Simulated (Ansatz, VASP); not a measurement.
# One calculation of Ni2Ge, two programs

The input INCAR:

```
SYSTEM = Ni2Ge
  ALGO = Fast
  EDIFF = 1E-6
  ENCUT = 520
  GGA = PS
  ISIF = 2
  ISMEAR = 0
  LASPH = .True.
  LCHARG = .False.
  LREAL = .False.
  LWAVE = .False.
  NBANDS = 43
  NELM = 80
  PREC = Accurate
  SIGMA = 0.15
```

Contents of KPOINTS:

```
k-points
0
Gamma
  18 18 10
  0 0 0
```

The input POSCAR:

```
Ni2Ge
1.0
    3.8477568087      0.0000000000      0.0000000000
   -1.9238784043      3.3322551439      0.0000000000
    0.0000000000      0.0000000000      5.3429929479
Ni Ge
4 2
Direct
    0.6666666667      0.3333333333      0.2500000000
    0.3333333333      0.6666666667      0.7500000000
    0.0000000000      0.0000000000      0.0000000000
    0.0000000000      0.0000000000      0.5000000000
    0.6666666667      0.3333333333      0.7500000000
    0.3333333333      0.6666666667      0.2500000000
```

Input for Ansatz:

```yaml
crystal:
  lattice:
    - [3.8477568087, 0.0, 0.0]
    - [-1.9238784043, 3.3322551439, 0.0]
    - [0.0, 0.0, 5.3429929479]
  atoms:
    - { symbol: Ni, position: [0.6666666667, 0.3333333333, 0.25] }
    - { symbol: Ni, position: [0.3333333333, 0.6666666667, 0.75] }
    - { symbol: Ni, position: [0.0, 0.0, 0.0] }
    - { symbol: Ni, position: [0.0, 0.0, 0.5] }
    - { symbol: Ge, position: [0.6666666667, 0.3333333333, 0.75] }
    - { symbol: Ge, position: [0.3333333333, 0.6666666667, 0.25] }
basis:
  ecutwfc: 420
kpoints:
  mp_grid: { grid: [18, 18, 10] }
hamiltonian:
  xc: pbesol
scf:
  occupations: { method: gaussian, width: 0.15 }
output:
  forces: true
  stress: true
  eigenvalues: true
```

Alike in both runs: task single point; functional PBEsol; k mesh 18 × 18 × 10; occupations gaussian, width 0.15 eV; no spin polarisation.

```csv
,VASP,Ansatz
version,VASP 6.6.1,Ansatz 0.2.0
potentials or method,"VASP PAW PBE potentials, release 64 (Ni, Ge_d), cutoff 520 eV","scalar-relativistic, plane waves, PAW"
valence electrons in the cell,68,100
```

Ansatz gave:

- gap on the k mesh at the Fermi level (eV): none
- pressure (GPa): 4.1
- traceless stress, the component that is largest in VASP (GPa): -12.86

Question: What did VASP give for the same quantities?

Answer: gap on the k mesh at the Fermi level (eV): none; pressure (GPa): 4.2; traceless stress, the component that is largest in VASP (GPa): -12.99.

VASP's potentials were made for PBE, not for PBEsol. A gap of «none» marks a metal or a gap that the smearing closes. With one functional, cell and mesh, what is left measures potentials, basis and numerics. VASP's potentials hold 68 valence electrons a cell and Ansatz's 100, so a difference there can come from the potentials and not from the codes.
